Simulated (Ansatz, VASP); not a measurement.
W in VASP and in Ansatz

```
W
1.0
     0.00000    2.02599    2.02599
     2.02599    0.00000    2.02599
     2.02599    2.02599    0.00000
W
1
Cartesian
  0.0000 0.0000 0.0000
```

Alike in both runs: task single point; functional PBEsol; k mesh 15 × 15 × 15; occupations fermi-dirac, width 0.1 eV; no spin polarisation.

|  | VASP | Ansatz |
| --- | --- | --- |
| version | VASP 6.6.1 | Ansatz 0.2.0 |
| potentials or method | VASP PAW PBE potentials, release 64 (W_sv), cutoff 520 eV | plane waves (420 eV) with PAW, scalar-relativistic |
| valence electrons in the cell | 14 | 14 |

```csv
,VASP,Ansatz,Ansatz less VASP
pressure (GPa),-10.7,-11.2,-0.48
```

VASP's potentials were made for PBE, not for PBEsol, and Ansatz warns of the same on its side. The functional is the same, so the differences come from potentials, cutoffs and numerics.

Neither program's run includes spin-orbit coupling.
